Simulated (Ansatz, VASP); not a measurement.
**Two plane-wave programs on SiC**

```
Si C
1.0
     3.09403    0.00000    0.00000
    -1.54702    2.67951    0.00000
     0.00000    0.00000   10.12906
Si C
4 4
Direct
  0.00000 0.00000 0.99985
  0.33333 0.66667 0.24991
  0.00000 0.00000 0.49985
  0.66667 0.33333 0.74991
  0.00000 0.00000 0.18731
  0.33333 0.66667 0.43794
  0.00000 0.00000 0.68731
  0.66667 0.33333 0.93794
```

Alike in both runs: task single point; functional PBE; k mesh 9 × 9 × 2; no spin polarisation.

```csv
,VASP,Ansatz
version,VASP 6.6.1,Ansatz 0.2.0
potentials or method,"VASP PAW PBE potentials, release 64 (Si, C)","plane waves, PAW"
plane-wave cutoff (eV),520,420
occupations,"gaussian, width 0.01 eV",fixed
valence electrons in the cell,32,32
```

|  | VASP | Ansatz | Ansatz less VASP |
| --- | --- | --- | --- |
| gap on the k mesh at the Fermi level (eV) | 2.33 | 2.33 | +0.001 |
| pressure (GPa) | 0.0 | 0.0 | +0.05 |
